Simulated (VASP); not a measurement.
# Tc (P6_3/mmc) in VASP: further runs, part 2 of 2

VASP 6.6.1. Earlier steps stand in the parts before.

## (4) Single point, PBE (14.14 Å³/atom)

This run uses another cell than the first one, of 14.14 Å³/atom.

Input file INCAR:

```
SYSTEM = Tc
PREC = Accurate
ENCUT = 520
EDIFF = 1E-6
ISMEAR = 0
SIGMA = 0.05
LREAL = .False.
LASPH = .True.
NELM = 60
ALGO = Normal
ISIF = 2
LWAVE = .False.
LCHARG = .False.
GGA = PE
NBANDS = 20
```

Input file KPOINTS:

```
regular mesh
0
Gamma
  18 18 10
  0 0 0
```

Input file POSCAR:

```
Tc
1.0
    2.7335778201      0.0000000000      0.0000000000
   -1.3667889101      2.3673478354      0.0000000000
    0.0000000000      0.0000000000      4.3712048079
Tc
2
Direct
    0.3333333333      0.6666666667      0.2500000000
    0.6666666667      0.3333333333      0.7500000000
```

Potentials or basis: VASP PAW PBE potentials, release 64 (Tc_pv).

The run is started by

```
> cat potpaw_PBE.64/Tc_pv/POTCAR > POTCAR
> mpirun -np 1 vasp_std > vasp.out
```

OUTCAR:

```text
SYSTEM = Tc
   PREC = Accurate
   ENCUT = 520
   EDIFF = 1E-6
   ISMEAR = 0
   LREAL = .False.
   LASPH = .True.
   NELM = 60
   ISIF = 2
   GGA = PE

 ion  position               nearest neighbor table
   1  0.333  0.667  0.250-   2 2.70   2 2.70   2 2.70   2 2.70   2 2.70   2 2.70
   2  0.667  0.333  0.750-   1 2.70   1 2.70   1 2.70   1 2.70   1 2.70   1 2.70

  LATTYP: Found a hexagonal cell.
 ALAT       =     2.7335778201
 C/A-ratio  =     1.5990782394

  Lattice vectors:

 A1 = (   2.7335778201,   0.0000000000,   0.0000000000)
 A2 = (  -1.3667889101,   2.3673478354,   0.0000000000)
 A3 = (   0.0000000000,   0.0000000000,   4.3712048079)

Analysis of symmetry for initial positions (statically):
=====================================================================
 Subroutine PRICEL returns:
 Original cell was already a primitive cell.

 Routine SETGRP: Setting up the symmetry group for a
 hexagonal supercell.

 Subroutine GETGRP returns: Found 24 space group operations
 (whereof 12 operations were pure point group operations)
 out of a pool of 24 trial point group operations.

The static configuration has the point symmetry D_3d.
 The point group associated with its full space group is D_6h.

Analysis of symmetry for dynamics (positions and initial velocities):
=====================================================================
 Subroutine PRICEL returns:
 Original cell was already a primitive cell.

 Routine SETGRP: Setting up the symmetry group for a
 hexagonal supercell.

 Subroutine GETGRP returns: Found 24 space group operations
 (whereof 12 operations were pure point group operations)
 out of a pool of 24 trial point group operations.

The dynamic configuration has the point symmetry D_3d.
 The point group associated with its full space group is D_6h.

 Subroutine INISYM returns: Found 24 space group operations
 (whereof 12 operations are pure point group operations),
[... 104 lines left out ...]
   POTIM  = 0.5000    time-step for ionic-motion
   TEBEG  =    0.0;   TEEND  =   0.0 temperature during run
   PSTRESS=    0.0 pullay stress
   NELECT =      26.0000    total number of electrons
   NUPDOWN=      -1.0000    fix difference up-down
   EMIN   =  10.00;   EMAX   =-10.00  energy-range for DOS
   EFERMI =   0.00;   METHOD = LEGACY
   ISMEAR =     0;   SIGMA  =   0.05  broadening in eV -4-tet -1-fermi 0-gaus
   EFERMI_NEDOS =   21; number of points for ismear=-14 and -15
   IALGO  =     38    algorithm
   IMIX   =      4    mixing-type and parameters
     AMIX     =   0.40;   BMIX     =  1.00
     AMIX_MAG =   1.60;   BMIX_MAG =  1.00
  volume/ion in A,a.u.               =      14.14        95.45
  Fermi-wavevector in a.u.,A,eV,Ry     =   1.591724  3.007922 34.471514  2.533585
  Thomas-Fermi vector in A             =   2.690220
   LORBIT       =      0    0 simple, 1 ext, 2 COOP (PROOUT), +10 PAW based schemes
   GGA     = PE    functional components
   LHFCALC =     F    Hartree Fock is set to
   AEXX    =    0.0000 exact exchange contribution
   IVDW    =     0    specifies the selected vdW correction
   LEPSILON=     F    determine dielectric tensor
   LRPA    =     F    only Hartree local field effects (RPA)
 non-spin polarized calculation
 Gauss-broadening in eV      SIGMA  =   0.05
  energy-cutoff  :      520.00
  volume of cell :       28.29
 maximum number of plane-waves:       782
   NGX = 11   NGY = 11   NGZ = 17

 number of electron      26.0000000 magnetization

 Free energy of the ion-electron system (eV)
  ---------------------------------------------------
  ext. energy  EPLUGINS =         0.00000000
  ---------------------------------------------------
  free energy    TOTEN  =       -20.69503371 eV

  energy without entropy =      -20.69290216  energy(sigma->0) =      -20.69396794

 E-fermi :  12.8144     XC(G=0): -13.8657

 val. band max:       12.8106760370   @ k =   0.1667   0.1111   0.1000
 cond. band min:      12.8169262811   @ k =   0.3333   0.3333   0.0000
 fundamental gap:      0.0062502441
 Fermi energy:        12.8143859999

 k-point     1 :       0.0000    0.0000    0.0000
  band No.  band energies     occupation
      1     -26.6325      2.00000
      2     -25.4856      2.00000
      3     -25.4856      2.00000
      4     -25.2898      2.00000
      5     -25.2898      2.00000
      6     -25.2424      2.00000
[... 541 lines left out ...]
     19      24.5315      0.00000
     20      25.1995      0.00000

 [... further k-points ...]
[... 5 lines left out ...]
  --------------------------------------------------------------------------------------
  -------------------------------------------------------------------------------------
  Total        0.9932440      0.9932440      0.9972006     -0.0000000      0.0000000     -0.0000000
  in kB       56.2563875     56.2563875     56.4804878     -0.0000000      0.0000000     -0.0000000
  external PRESSURE =      56.3310876 kB  Pullay stress =       0.0000000 kB

 VOLUME and BASIS-vectors are now :
 -----------------------------------------------------------------------------
  energy-cutoff  :      520.00
  volume of cell :       28.29
      direct lattice vectors                 reciprocal lattice vectors
     2.733577820  0.000000000  0.000000000     0.365820937  0.211206817  0.000000000
    -1.366788910  2.367347835  0.000000000     0.000000000  0.422413633  0.000000000
     0.000000000  0.000000000  4.371204808     0.000000000  0.000000000  0.228769880

 POSITION                                       TOTAL-FORCE (eV/Angst)
 -----------------------------------------------------------------------------------
     -0.00000      1.57823      1.09280        -0.000000     -0.000000      0.000000
      1.36679      0.78912      3.27840         0.000000      0.000000      0.000000
 -----------------------------------------------------------------------------------
    total drift:                               -0.000000      0.000000     -0.000000

  FREE ENERGIE OF THE ION-ELECTRON SYSTEM (eV)
  ---------------------------------------------------
  free  energy   TOTEN  =       -20.6950337132 eV

  energy  without entropy=      -20.6929021639  energy(sigma->0) =      -20.69396794
```

stdout:

```text
POSCAR found type information on POSCAR Tc
 POSCAR found :  1 types and       2 ions
 scaLAPACK will be used
 LDA part: xc-table for (Slater+PW92), standard interpolation
 POSCAR, INCAR and KPOINTS ok, starting setup
 FFT: planning ... GRIDC
 FFT: planning ... GRID_SOFT
 FFT: planning ... GRID
 WAVECAR not read
 entering main loop
```

Wall time 51 s (1 thread of Oxide Virtual Turin-like, shared host); peak memory 0.18 GiB.

What came out:

| Quantity | Value |
| --- | --- |
| Free energy | -20.6950 eV |
| Pressure | 5.6 GPa |
| Band gap on the k mesh | zero (bands 13 and 14 overlap by 3.47 eV) |

Caveat: the cell stands under pressure.

## (5) Summary

```csv
cell,gap on the mesh (eV),pressure (GPa)
"a = 2.789, b = 2.789, c = 4.456 Å, angles 90.0, 90.0, 120.0°, 2 atoms",none,-11.4
"a = 2.714, b = 2.714, c = 4.343 Å, angles 90.0, 90.0, 120.0°, 2 atoms",none,12.7
"a = 2.734, b = 2.734, c = 4.371 Å, angles 90.0, 90.0, 120.0°, 2 atoms",none,5.6
```

Alike in all rows: task single point; level PBE; potentials or basis VASP PAW PBE potentials, release 64 (Tc_pv); no spin polarisation; k mesh 18 × 18 × 10; cutoff (eV) 520; smearing gaussian 0.05 eV.

Caveats: the cell stands under pressure (at least some runs); the cell stands under tension (at least some runs).

Absolute energies hang on the potentials; compare differences alone.
